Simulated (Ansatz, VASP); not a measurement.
Two plane-wave programs on Al3BSb2

```
CELL_PARAMETERS angstrom
6.18638 -3.59214 0.00000
6.18638 3.59214 0.00000
0.00000 0.00000 6.38518
ATOMIC_POSITIONS crystal
Al 0.41689 0.85815 0.42112
Al 0.14185 0.58311 0.42112
Al 0.88368 0.11632 0.32650
Al 0.85815 0.41689 0.92112
Al 0.58311 0.14185 0.92112
Al 0.11632 0.88368 0.82650
B 0.13091 0.86909 0.50071
B 0.86909 0.13091 0.00071
Sb 0.50763 0.80991 0.99527
Sb 0.19009 0.49237 0.99527
Sb 0.49237 0.19009 0.49527
Sb 0.80991 0.50763 0.49527
```

Alike in both runs: functional PBE; k mesh 3 × 3 × 3; occupations gaussian, width 0.2 eV; no spin polarisation.

Ansatz relaxed the structure, and its values are those at the end. VASP's run is a single point on that final structure, the one shown.

|  | VASP | Ansatz |
| --- | --- | --- |
| version | VASP 6.6.1 | Ansatz 0.2.0 |
| potentials or method | VASP PAW PBE potentials, release 64 (Al, B, Sb), cutoff 520 eV | scalar-relativistic, plane waves, PAW |
| valence electrons in the cell | 44 | 84 |

|  | VASP | Ansatz | Ansatz less VASP |
| --- | --- | --- | --- |
| gap on the k mesh at the Fermi level (eV) | none | none | - |
| pressure (GPa) | 0.4 | 0.3 | -0.08 |
| rms of the force components (eV/Å) | 0.028 | 0.024 | -0.0040 |

A gap of «none» marks a metal or a gap that the smearing closes. With one functional, cell and mesh, what is left measures potentials, basis and numerics. VASP's potentials hold 44 valence electrons a cell and Ansatz's 84, so a difference there can come from the potentials and not from the codes.

Neither program's run includes spin-orbit coupling.
